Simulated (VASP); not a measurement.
## Nb: single point with PBEsol

Nb:

```
Nb
1.0
    -1.64583    1.64583    1.64583
     1.64583   -1.64583    1.64583
     1.64583    1.64583   -1.64583
Nb
1
Direct
  0.00000 0.00000 0.00000
```

```
Program                : VASP 6.6.1
Task                   : single point
Functional             : PBEsol
Potentials or basis    : VASP PAW PBE potentials, release 64 (Nb_sv)
Cutoff                 : 520 eV
k mesh                 : 18 × 18 × 18
Occupations            : gaussian, width 0.1 eV
Spin                   : no spin polarisation
Dipole correction      : no
Further INCAR settings : ALGO = Normal; EDIFF = 1e-06; NBANDS = 12
```

```
Pressure               : -3.4 GPa
Band gap on the k mesh : zero (an odd number of electrons rules out a gap without spin polarisation)
```

Levels at points of the mesh, in eV from the Fermi level:
| k point | band 4 | band 5 | band 6 | band 7 | band 8 | band 9 |
| --- | --- | --- | --- | --- | --- | --- |
| (0.00, 0.00, 0.00) | -29.53 | -5.97 | 0.38 | 0.38 | 0.38 | 3.33 |
| (0.50, 0.00, 0.00) | -29.55 | -3.76 | -1.68 | 2.35 | 3.36 | 4.06 |
| (0.50, 0.50, 0.50) | -30.50 | -3.77 | -3.77 | 5.73 | 5.73 | 5.73 |

Wall time 18 s on 1 thread of Intel(R) Xeon(R) 6975P-C (Granite Rapids) (shared host), peak memory 0.16 GiB.

Caveat: the cell stands under tension; the PAW data sets were made with another functional, which shifts forces and pressure a little.
